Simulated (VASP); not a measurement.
Wanted: the native input for a VASP 6.6.1 run.

```
Task                   : single point
Functional             : PBE
Potentials or basis    : VASP PAW PBE potentials, release 64 (Y_sv, N)
Cutoff                 : 600 eV
k mesh                 : 9 × 9 × 9
Occupations            : fermi-dirac, width 0.03 eV
Spin                   : no spin polarisation
Dipole correction      : no
Further INCAR settings : ALGO = Normal; EDIFF = 1e-06; NBANDS = 15
```

The structure of YN lies in POSCAR:

```
YN
1.0
    0.0000000000      2.4138670027      2.4138670027
    2.4138670027      0.0000000000      2.4138670027
    2.4138670027      2.4138670027      0.0000000000
Y N
1 1
Direct
    0.0000000000      0.0000000000      0.0000000000
    0.5000000000      0.5000000000      0.5000000000
```

This cell differs from its parent crystal: volume scaled by 0.97.

One way to write it, as run:

INCAR

```
SYSTEM = YN
  ALGO = Normal
  EDIFF = 1E-6
  ENCUT = 600
  GGA = PE
  GGA_COMPAT = .False.
  ISIF = 2
  ISMEAR = -1
  LASPH = .True.
  LCHARG = .False.
  LREAL = .False.
  LWAVE = .False.
  NBANDS = 15
  NELM = 120
  PREC = Accurate
  SIGMA = 0.03
```

KPOINTS

```
k-points
0
Gamma
  9 9 9
  0 0 0
```

Potentials or basis: VASP PAW PBE potentials, release 64 (Y_sv, N).

Launch:

```console
$ cat potpaw_PBE.64/Y_sv/POTCAR potpaw_PBE.64/N/POTCAR > POTCAR
$ mpirun -np 1 vasp_std > vasp.out
```

It gave:

```json
{
  "Pressure": "8.2 GPa",
  "Band gap on the k mesh": "0.18 eV, indirect (least direct gap 0.56 eV)"
}
```

Wall time 40 s on 1 thread of Intel Xeon 8259CL (shared host), peak memory 0.19 GiB.
